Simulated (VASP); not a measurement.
# Ni (Fd-3m) in VASP: single point with revPBE

Aim: the single point of Ni with revPBE.

Program: VASP 6.6.1. These are calculated values, not measurements. Logs are shortened: lines on timing, memory, paths and dates and some standing lists are left out, and cuts for length are marked.

## 1. The cell of the first run

It takes space group Fd-3m (No. 227, cubic). Conventional cell: a = 5.146 Å, b = 5.146 Å, c = 5.146 Å, α = 90.00°, β = 90.00°, γ = 90.00°. Within 2.9 Å of Ni (site symmetry -43m) lie 4 Ni at 2.23 Å.

This isn't the form of Ni at room conditions, which is fcc.

## 2. Single point, revPBE, collinear spin, ferromagnetic start

INCAR reads:

```
ALGO     = Normal         # electronic algorithm
EDIFF    = 1E-6           # SCF threshold, eV
ENCUT    = 520            # plane-wave cutoff, eV
GGA      = RE             # functional
ISIF     = 2              # what is computed and relaxed
ISMEAR   = -1             # smearing method
ISPIN    = 2              # spin polarisation
LASPH    = T              # aspherical terms in the spheres
LCHARG   = F              # write CHGCAR
LMAXMIX  = 4              # l up to which the mixer works
LORBIT   = 11             # projections on sites
LREAL    = F              # projectors in reciprocal space
LWAVE    = F              # write WAVECAR
MAGMOM   = 0.854 0.854    # initial moments
NBANDS   = 21             # bands
NELM     = 150            # most SCF steps
PREC     = Accurate       # precision mode
SIGMA    = 0.05           # smearing width, eV
```

KPOINTS reads:

```
k-points
0
Gamma
  17 17 17
```

POSCAR reads:

```
Ni
1.0
    0.0000000000      2.5729102913      2.5729102913
    2.5729102913      0.0000000000      2.5729102913
    2.5729102913      2.5729102913      0.0000000000
Ni
2
Direct
    0.1250000000      0.1250000000      0.1250000000
    0.8750000000      0.8750000000      0.8750000000
```

Potentials or basis: VASP PAW PBE potentials, release 64 (Ni).

The run is started by

```console
cat potpaw_PBE.64/Ni/POTCAR > POTCAR
mpirun -np 1 vasp_std > vasp.out
```

OUTCAR:

```text
EDIFF = 1E-6
   ENCUT = 520
   GGA = RE
   ISIF = 2
   ISMEAR = -1
   ISPIN = 2
   LASPH = T
   LORBIT = 11
   LREAL = F
   NELM = 150
   PREC = Accurate

 ion  position               nearest neighbor table
   1  0.125  0.125  0.125-   2 2.23   2 2.23   2 2.23   2 2.23
   2  0.875  0.875  0.875-   1 2.23   1 2.23   1 2.23   1 2.23

  LATTYP: Found a face centered cubic cell.
 ALAT       =     5.1458205826

  Lattice vectors:

 A1 = (   0.0000000000,   2.5729102913,   2.5729102913)
 A2 = (   2.5729102913,   0.0000000000,   2.5729102913)
 A3 = (   2.5729102913,   2.5729102913,   0.0000000000)

Analysis of symmetry for initial positions (statically):
=====================================================================
 Subroutine PRICEL returns:
 Original cell was already a primitive cell.

 Routine SETGRP: Setting up the symmetry group for a
 face centered cubic supercell.

 Subroutine GETGRP returns: Found 48 space group operations
 (whereof 12 operations were pure point group operations)
 out of a pool of 48 trial point group operations.

The static configuration has the point symmetry D_3d.
 The point group associated with its full space group is O_h .

Analysis of symmetry for dynamics (positions and initial velocities):
=====================================================================
 Subroutine PRICEL returns:
 Original cell was already a primitive cell.

 Routine SETGRP: Setting up the symmetry group for a
 face centered cubic supercell.

 Subroutine GETGRP returns: Found 48 space group operations
 (whereof 12 operations were pure point group operations)
 out of a pool of 48 trial point group operations.

The dynamic configuration has the point symmetry D_3d.
 The point group associated with its full space group is O_h .

Analysis of structural, dynamic, and magnetic symmetry:
=====================================================================
 Subroutine PRICEL returns:
 Original cell was already a primitive cell.

 Routine SETGRP: Setting up the symmetry group for a
 face centered cubic supercell.

 Subroutine GETGRP returns: Found 48 space group operations
 (whereof 12 operations were pure point group operations)
 out of a pool of 48 trial point group operations.

The overall configuration has the point symmetry D_3d.
 The point group associated with its full space group is O_h .

 Subroutine INISYM returns: Found 48 space group operations
 (whereof 12 operations are pure point group operations),
 and found     1 'primitive' translations

----------------------------------------------------------------------------------------

                                     Primitive cell

  volume of cell :      34.0646

  direct lattice vectors                    reciprocal lattice vectors
     0.000000000  2.572910291  2.572910291    -0.194332465  0.194332465  0.194332465
     2.572910291  0.000000000  2.572910291     0.194332465 -0.194332465  0.194332465
     2.572910291  2.572910291  0.000000000     0.194332465  0.194332465 -0.194332465

  length of vectors
     3.638644629  3.638644629  3.638644629     0.336593704  0.336593704  0.336593704

  position of ions in fractional coordinates (direct lattice)
     0.125000000  0.125000000  0.125000000
     0.875000000  0.875000000  0.875000000

  ion indices of the primitive-cell ions
   primitive index   ion index
                 1           1
                 2           2

----------------------------------------------------------------------------------------

 KPOINTS: k-points

Automatic generation of k-mesh.
 Grid dimensions read from file:
 generate k-points for:   17   17   17

 Generating k-lattice:

  Cartesian coordinates                     Fractional coordinates (reciprocal lattice)
    -0.011431321  0.011431321  0.011431321     0.058823529  0.000000000  0.000000000
     0.011431321 -0.011431321  0.011431321     0.000000000  0.058823529  0.000000000
     0.011431321  0.011431321 -0.011431321     0.000000000  0.000000000  0.058823529

  Length of vectors
     0.019799630  0.019799630  0.019799630

  Shift w.r.t. Gamma in fractional coordinates (k-lattice)
     0.000000000  0.000000000  0.000000000

 Subroutine IBZKPT returns following result:
 ===========================================

 Found    165 irreducible k-points:

 Following reciprocal coordinates:
            Coordinates               Weight
  0.000000  0.000000  0.000000      1.000000
  0.058824  0.000000  0.000000      8.000000
  0.117647  0.000000  0.000000      8.000000
  0.176471  0.000000  0.000000      8.000000
  0.235294  0.000000  0.000000      8.000000
  0.294118  0.000000  0.000000      8.000000
[... 16 lines left out ...]
 -0.176471  0.058824  0.000000     24.000000
 -0.117647  0.058824  0.000000     24.000000
 [... further k-points ...]
   k-points           NKPTS =    165   k-points in BZ     NKDIM =    165   number of bands    NBANDS=     21
   number of dos      NEDOS =    301   number of ions     NIONS =      2
   total plane-waves  NPLWV =  21952
   dimension x,y,z NGX =    28 NGY =   28 NGZ =   28
   dimension x,y,z NGXF=    56 NGYF=   56 NGZF=   56
   ions per type =               2
   NGX,Y,Z   is equivalent  to a cutoff of  12.79, 12.79, 12.79 a.u.
   NGXF,Y,Z  is equivalent  to a cutoff of  25.59, 25.59, 25.59 a.u.
 SYSTEM =  unknown system
   PREC   = accura    normal or accurate (medium, high low for compatibility)
   ISTART =      0    job   : 0-new  1-cont  2-samecut
   ICHARG =      2    charge: 1-file 2-atom 10-const
   ISPIN  =      2    spin polarized calculation?
   LNONCOLLINEAR =      F non collinear calculations
   LSORBIT =      F    spin-orbit coupling
   LASPH  =      T    aspherical Exc in radial PAW
   ENCUT  =  520.0 eV  38.22 Ry    6.18 a.u.   6.77  6.77  6.77*2*pi/ulx,y,z
   NELM   =    150;   NELMIN=  2; NELMDL= -5     # of ELM steps
   EDIFF  = 0.1E-05   stopping-criterion for ELM
   LREAL  =      F    real-space projection
   EDIFFG = 0.1E-04   stopping-criterion for IOM
   NSW    =      0    number of steps for IOM
   IBRION =     -1    ionic relax: 0-MD 1-quasi-New 2-CG
   NFREE  =      0    steps in history (QN), initial steepest desc. (CG)
   ISIF   =      2    stress and relaxation
   ISYM   =      2    0-nonsym 1-usesym 2-fastsym
   POTIM  = 0.5000    time-step for ionic-motion
   TEBEG  =    0.0;   TEEND  =   0.0 temperature during run
   PSTRESS=    0.0 pullay stress
   NELECT =      20.0000    total number of electrons
   NUPDOWN=      -1.0000    fix difference up-down
   EMIN   =  10.00;   EMAX   =-10.00  energy-range for DOS
   EFERMI =   0.00;   METHOD = LEGACY
   ISMEAR =    -1;   SIGMA  =   0.05  broadening in eV -4-tet -1-fermi 0-gaus
   EFERMI_NEDOS =   21; number of points for ismear=-14 and -15
   IALGO  =     38    algorithm
   IMIX   =      4    mixing-type and parameters
     AMIX     =   0.40;   BMIX     =  1.00
     AMIX_MAG =   1.60;   BMIX_MAG =  1.00
  volume/ion in A,a.u.               =      17.03       114.94
  Fermi-wavevector in a.u.,A,eV,Ry     =   1.370830  2.590493 25.567717  1.879174
  Thomas-Fermi vector in A             =   2.496581
   LORBIT       =     11    0 simple, 1 ext, 2 COOP (PROOUT), +10 PAW based schemes
   GGA     = RE    functional components
   LHFCALC =     F    Hartree Fock is set to
   AEXX    =    0.0000 exact exchange contribution
   IVDW    =     0    specifies the selected vdW correction
   LEPSILON=     F    determine dielectric tensor
   LRPA    =     F    only Hartree local field effects (RPA)
 spin polarized calculation
  energy-cutoff  :      520.00
  volume of cell :       34.06
 maximum number of plane-waves:       941
   NGX = 13   NGY = 13   NGZ = 13

 number of electron      20.0000016 magnetization       1.5905930

 Free energy of the ion-electron system (eV)
  ---------------------------------------------------
  ext. energy  EPLUGINS =         0.00000000
  ---------------------------------------------------
  free energy    TOTEN  =        -7.84168253 eV

  energy without entropy =       -7.81086779  energy(sigma->0) =       -7.82627516

 E-fermi :   4.5481     XC(G=0): -10.4254

 val. band max:        4.5469304780   @ k =  -0.4706   0.1176   0.0588
 cond. band min:       4.5494226080   @ k =   0.2353   0.1176   0.0588
 fundamental gap:      0.0024921300
 Fermi energy:         4.5480792968

 spin component 1

 k-point     1 :       0.0000    0.0000    0.0000
  band No.  band energies     occupation
      1      -1.8463      1.00000
      2       1.4675      1.00000
      3       1.4675      1.00000
      4       1.4825      1.00000
      5       1.4825      1.00000
      6       1.4825      1.00000
[... 13 lines left out ...]
     20      21.3061      0.00000
     21      21.3061      0.00000
[... 529 lines left out ...]
 k-point    24 :      -0.1176    0.0588    0.0000
  band No.  band energies     occupation
      1      -1.4677      1.00000
      2       1.2735      1.00000
      3       1.3808      1.00000
      4       1.4971      1.00000
      5       1.6445      1.00000
      6       1.7312      1.00000
[... 13 lines left out ...]
     20      21.0539      0.00000
     21      21.4480      0.00000

 [... further k-points ...]

 spin component 2

 k-point     1 :       0.0000    0.0000    0.0000
  band No.  band energies     occupation
      1      -1.8697      1.00000
      2       2.2031      1.00000
      3       2.2031      1.00000
      4       2.2511      1.00000
      5       2.2511      1.00000
      6       2.2511      1.00000
[... 13 lines left out ...]
     20      21.2594      0.00000
     21      21.2594      0.00000
[... 529 lines left out ...]
 k-point    24 :      -0.1176    0.0588    0.0000
  band No.  band energies     occupation
      1      -1.4889      1.00000
      2       2.0150      1.00000
      3       2.1269      1.00000
      4       2.2721      1.00000
      5       2.4071      1.00000
      6       2.4977      1.00000
[... 13 lines left out ...]
     20      21.0949      0.00000
     21      21.4363      0.00000

 [... further k-points ...]

------------------------ aborting loop because EDIFF is reached ----------------------------------------

  FORCE on cell =-STRESS in cart. coord.  units (eV):
  Direction    XX          YY          ZZ          XY          YZ          ZX
  --------------------------------------------------------------------------------------
  -------------------------------------------------------------------------------------
  Total        0.0173084      0.0173084      0.0173084      0.0000000      0.0000000      0.0000000
  in kB        0.8140730      0.8140730      0.8140730      0.0000000      0.0000000      0.0000000
  external PRESSURE =       0.8140730 kB  Pullay stress =       0.0000000 kB

 VOLUME and BASIS-vectors are now :
 -----------------------------------------------------------------------------
  energy-cutoff  :      520.00
  volume of cell :       34.06
      direct lattice vectors                 reciprocal lattice vectors
     0.000000000  2.572910291  2.572910291    -0.194332465  0.194332465  0.194332465
     2.572910291  0.000000000  2.572910291     0.194332465 -0.194332465  0.194332465
     2.572910291  2.572910291  0.000000000     0.194332465  0.194332465 -0.194332465

 POSITION                                       TOTAL-FORCE (eV/Angst)
 -----------------------------------------------------------------------------------
      0.64323      0.64323      0.64323         0.000000      0.000000      0.000000
      4.50259      4.50259      4.50259        -0.000000     -0.000000     -0.000000
 -----------------------------------------------------------------------------------
    total drift:                                0.000000      0.000000     -0.000000

  FREE ENERGIE OF THE ION-ELECTRON SYSTEM (eV)
  ---------------------------------------------------
  free  energy   TOTEN  =        -7.8416825281 eV

  energy  without entropy=       -7.8108677927  energy(sigma->0) =       -7.82627516

 total charge

# of ion       s       p       d       tot
------------------------------------------
    1        0.530   0.326   8.322   9.178
    2        0.530   0.326   8.322   9.178
--------------------------------------------------
tot          1.059   0.652  16.644  18.355

 magnetization (x)

# of ion       s       p       d       tot
------------------------------------------
    1       -0.014  -0.018   0.837   0.805
    2       -0.014  -0.018   0.837   0.805
--------------------------------------------------
tot         -0.029  -0.036   1.674   1.609
```

Run time: 3.6 min. Hardware: 1 thread of Intel Xeon 8259CL, shared host; peak memory 0.29 GiB.

What came out:

```
Free energy                                           : -7.8417 eV
Pressure                                              : 0.1 GPa
Net moment                                            : 1.59 μB per cell
Site moments                                          : Ni +0.81 μB
Valence electrons inside the program's atomic spheres : Ni 9.18
```

Caveat: the PAW data sets were made with another functional, which shifts forces and pressure a little.
